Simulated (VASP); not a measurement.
Write the native input for VASP 6.6.1 that does the following.

* Task: single point
* Functional: PBEsol
* Potentials or basis: VASP PAW PBE potentials, release 64 (Ta_pv, N)
* Cutoff: 520 eV
* k mesh: 18 × 18 × 14
* Occupations: fermi-dirac, width 0.15 eV
* Spin: no spin polarisation
* Dipole correction: no
* Further INCAR settings: ALGO = Normal; EDIFF = 1e-07; NBANDS = 15

The structure of TaN lies in POSCAR:

```
TaN
1.0
    2.9242701632      0.0000000000      0.0000000000
   -1.4621350816      2.5324922488      0.0000000000
    0.0000000000      0.0000000000      2.8701686350
Ta N
1 1
Direct
    0.3333333333      0.6666666667      0.5000000000
    0.0000000000      0.0000000000      0.0000000000
```

The input as run:

INCAR

```
SYSTEM = TaN
PREC = Accurate
ENCUT = 520
EDIFF = 1E-7
ISMEAR = -1
SIGMA = 0.15
LREAL = .FALSE.
LASPH = .TRUE.
NELM = 80
ALGO = Normal
ISIF = 2
LWAVE = .FALSE.
LCHARG = .FALSE.
GGA = PS
NBANDS = 15
```

KPOINTS

```
Automatic mesh
0
G
  18 18 14
  0 0 0
```

Potentials or basis: VASP PAW PBE potentials, release 64 (Ta_pv, N).

Command:

```bash
$ cat potpaw_PBE.64/Ta_pv/POTCAR potpaw_PBE.64/N/POTCAR > POTCAR
$ mpirun -np 1 vasp_std > vasp.out
```

Results of the run:

```json
{"Pressure": "0.9 GPa", "Band gap on the k mesh": "zero (band 8 reaches 8.48 eV, above the bottom of band 9 at 8.13 eV)"}
```

Caveat: the PAW data sets were made with another functional, which shifts forces and pressure a little; spin-orbit coupling is left out, which moves the levels of the heavy elements.

It took 26 s on 1 thread of Intel(R) Xeon(R) 6975P-C (Granite Rapids) (shared host), peak memory 0.21 GiB.
